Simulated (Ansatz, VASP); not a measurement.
One calculation of BaZrO3, two programs

```
Ba Zr O
1.0
     4.22746    0.00000    0.00000
     0.00000    4.22746    0.00000
     0.00000    0.00000    4.22746
Ba Zr O
1 1 3
Cartesian
  2.1137 2.1137 2.1137
  0.0000 0.0000 0.0000
  2.1137 0.0000 0.0000
  0.0000 2.1137 0.0000
  0.0000 0.0000 2.1137
```

Alike in both runs: functional PBE; k mesh 6 × 6 × 6; occupations gaussian, width 0.02 eV; no spin polarisation.

Ansatz relaxed the structure, and its values are those at the end. VASP's run is a single point on that final structure, the one shown.

|  | VASP | Ansatz |
| --- | --- | --- |
| version | VASP 6.6.1 | Ansatz 0.2.0 |
| potentials or method | VASP PAW PBE potentials, release 64 (Ba_sv, Zr_sv, O_h), cutoff 910 eV | scalar-relativistic, plane waves, PAW |
| valence electrons in the cell | 40 | 40 |

|  | VASP | Ansatz | Ansatz less VASP |
| --- | --- | --- | --- |
| gap on the k mesh at the Fermi level (eV) | 3.14 | 3.18 | +0.042 |
| least direct gap on the mesh (eV) | 3.39 | 3.40 | +0.018 |

With one functional, cell and mesh, what is left measures potentials, basis and numerics.

Neither program's run includes spin-orbit coupling. Noted on VASP's run: the cutoff is short for stress, so the pressure is rough.
